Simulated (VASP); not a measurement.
Runs of VASP 6.6.1 on La. The structure is that of space group P6_3/mmc (No. 194), or close to it. The cells are those of the table. 

| cell | gap on the mesh (eV) | pressure (GPa) | moment (μB) |
| --- | --- | --- | --- |
| a = 3.728, b = 3.728, c = 6.014 Å, angles 90.0, 90.0, 120.0°, 2 atoms | none | 1.1 | 0.00 |
| a = 3.779, b = 3.779, c = 6.096 Å, angles 90.0, 90.0, 120.0°, 2 atoms | none | (a) | 0.00 |
| a = 3.621, b = 3.621, c = 5.842 Å, angles 90.0, 90.0, 120.0°, 2 atoms | none | 3.8 | 0.00 |
| a = 3.675, b = 3.675, c = 5.929 Å, angles 90.0, 90.0, 120.0°, 2 atoms | none | 2.3 | 0.00 |

Alike in all rows: task single point; level PBE; potentials or basis VASP PAW PBE potentials, release 64 (La); spin collinear; k mesh 11 × 11 × 6; cutoff (eV) 500; smearing fermi-dirac 0.05 eV.

Problem. Fill in the values left out.

Solution. (a) 0.0.

Caveats: spin-orbit coupling is left out, which moves the levels of the heavy elements; the cell stands under pressure (at least some runs).

A k mesh can miss the band edges, and the runs leave out spin-orbit coupling on La.

A gap of «none» marks levels without a gap at the run's occupations.
